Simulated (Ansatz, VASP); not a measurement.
## One calculation of WC, two programs

File INCAR:

```
SYSTEM = WC
  PREC = Accurate
  ENCUT = 600
  EDIFF = 1E-6
  ISMEAR = 0
  SIGMA = 0.1
  LREAL = .False.
  LASPH = .True.
  NELM = 80
  ALGO = Normal
  ISIF = 3
  LWAVE = .False.
  LCHARG = .False.
  GGA = PE
  IBRION = 2
  NSW = 100
  EDIFFG = -0.005
```

The input KPOINTS:

```
Automatic mesh
0
Gamma
  18 18 14
  0 0 0
```

The input POSCAR:

```
WC
1.0
    2.9225169305      0.0000000000      0.0000000000
   -1.4612584652      2.5309739048      0.0000000000
    0.0000000000      0.0000000000      2.8461543321
W C
1 1
Direct
    0.0000000000      0.0000000000      0.0000000000
    0.6666666667      0.3333333333      0.5000000000
```

Input for Ansatz:

```yaml
crystal:
  lattice:
    - [2.9225169305, 0.0, 0.0]
    - [-1.4612584652, 2.5309739048, 0.0]
    - [0.0, 0.0, 2.8461543321]
  atoms:
    - { symbol: W, position: [0.0, 0.0, 0.0] }
    - { symbol: C, position: [0.6666666667, 0.3333333333, 0.5] }
basis:
  ecutwfc: 420
kpoints:
  mp_grid: { grid: [18, 18, 14] }
hamiltonian:
  xc: pbe
scf:
  occupations: { method: gaussian, width: 0.1 }
output:
  forces: true
  stress: true
  eigenvalues: true
relax:
  adjacent_minimum: "off"
  f_tol: 0.005
  max_steps: 80
  cell: { stress_tol: 0.05 }
```

Alike in both runs: task relaxation of cell and atoms; functional PBE; k mesh 18 × 18 × 14; occupations gaussian, width 0.1 eV; no spin polarisation.

|  | VASP | Ansatz |
| --- | --- | --- |
| version | VASP 6.6.1 | Ansatz 0.2.0 |
| potentials or method | VASP PAW PBE potentials, release 64 (W_sv, C), cutoff 600 eV | scalar-relativistic, plane waves, PAW |
| valence electrons in the cell | 18 | 18 |

|  | VASP | Ansatz | Ansatz less VASP |
| --- | --- | --- | --- |
| gap on the k mesh at the Fermi level, each at its own relaxed structure (eV) | none | none | - |
| relaxed volume (Å³/atom) | 10.55 | 10.52 | -0.027 |
| relaxed cell length with the largest relative difference (Å) | 2.849 | 2.847 | -0.0024 |

A gap of «none» marks a metal or a gap that the smearing closes.

Neither program's run includes spin-orbit coupling.
